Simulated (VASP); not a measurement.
Here is a VASP 6.6.1 calculation.

Contents of POSCAR:

```
Ti
1.0
    0.0000000000      2.8400000000      2.8400000000
    2.8400000000      0.0000000000      2.8400000000
    2.8400000000      2.8400000000      0.0000000000
Ti
2
Direct
    1.0000000000      1.0000000000      1.0000000000
    0.2500000000      0.2500000000      0.2500000000
```

File INCAR.step1:

```
SYSTEM = Ti
  PREC = Accurate
  ENCUT = 550
  ISMEAR = -1
  SIGMA = 0.1
  LREAL = .FALSE.
  LASPH = .TRUE.
  NELM = 120
  GGA = PE
  ALGO = Normal
  EDIFF = 1E-5
  LWAVE = .TRUE.
  LCHARG = .FALSE.
  GGA_COMPAT = .FALSE.
  IBRION = 2
  ISIF = 3
  EDIFFG = -0.005
  NELMIN = 4
  NSW = 100
```

Contents of INCAR.step2:

```
SYSTEM = Ti
  PREC = Accurate
  ENCUT = 550
  EDIFF = 1E-7
  ISMEAR = -1
  SIGMA = 0.1
  LREAL = .FALSE.
  LASPH = .TRUE.
  NELM = 120
  ALGO = Normal
  ISIF = 3
  LWAVE = .FALSE.
  LCHARG = .FALSE.
  METAGGA = R2SCAN
  LMIXTAU = .TRUE.
  IBRION = 2
  NSW = 80
  EDIFFG = -0.03
  ISTART = 1
  GGA_COMPAT = .FALSE.
  NELMIN = 4
```

The input KPOINTS:

```
Automatic mesh
0
G
  14 14 14
  0 0 0
```

Potentials or basis: VASP PAW PBE potentials, release 64 (Ti_sv).

Command:

```bash
$ cat potpaw_PBE.64/Ti_sv/POTCAR > POTCAR
$ cp INCAR.step1 INCAR
$ mpirun -np 1 vasp_std > vasp.out
$ cp INCAR.step2 INCAR
$ mpirun -np 1 vasp_std > vasp.out
```

(1) What does it give for the space group after relaxing (to 0.1 Å)?

(2) What does it give for the band gap on the k mesh?

(3) Estimate the relaxed volume.

Answers

(1) Fd-3m (No. 227).

(2) zero (bands 12 and 13 overlap by 0.27 eV).

(3) 21.84 Å³/atom.

Caveat: the PAW data sets were made with another functional, which shifts forces and pressure a little.
